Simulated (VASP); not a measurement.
Set up this calculation in VASP 6.6.1, as the native input.

* Task: single point
* Functional: PBE
* Potentials or basis: VASP PAW PBE potentials, release 64 (Na_pv, B)
* Cutoff: 520 eV
* k mesh: 12 × 12 × 14
* Occupations: gaussian, width 0.1 eV
* Spin: no spin polarisation
* Dipole correction: no
* Further INCAR settings: ALGO = Normal; EDIFF = 1e-06; NBANDS = 20

The structure of NaB5 lies in POSCAR:

```
NaB5
1.0
    4.3555524576      0.0000000000      0.0000000000
   -2.1777762288      3.7720190758      0.0000000000
    0.0000000000      0.0000000000      2.8590287598
Na B
1 5
Direct
    0.0000000000      0.0000000000      0.0000000000
    0.3333333333      0.6666666667      0.0000000000
    0.6666666667      0.3333333333      0.0000000000
    0.5000000000      0.0000000000      0.5000000000
    0.5000000000      0.5000000000      0.5000000000
    0.0000000000      0.5000000000      0.5000000000
```

One way to write it, as run:

INCAR

```
ALGO = Normal
EDIFF = 1E-6
ENCUT = 520
GGA = PE
ISIF = 2
ISMEAR = 0
LASPH = True
LCHARG = False
LREAL = False
LWAVE = False
NBANDS = 20
NELM = 100
PREC = Accurate
SIGMA = 0.1
```

KPOINTS

```
k-points
0
Gamma
  12 12 14
```

Potentials or basis: VASP PAW PBE potentials, release 64 (Na_pv, B).

The run is started by

```bash
$ cat potpaw_PBE.64/Na_pv/POTCAR potpaw_PBE.64/B/POTCAR > POTCAR
$ mpirun -np 1 vasp_std > vasp.out
```

It gave:

```yaml
Pressure: 0.1 GPa
Band_gap_on_the_k_mesh: zero (band 11 reaches 9.37 eV, above the bottom of band 12 at 5.23 eV)
```

Run time: 40 s on 1 thread of Intel(R) Xeon(R) 6975P-C (Granite Rapids), on a shared host, peak memory 0.23 GiB.
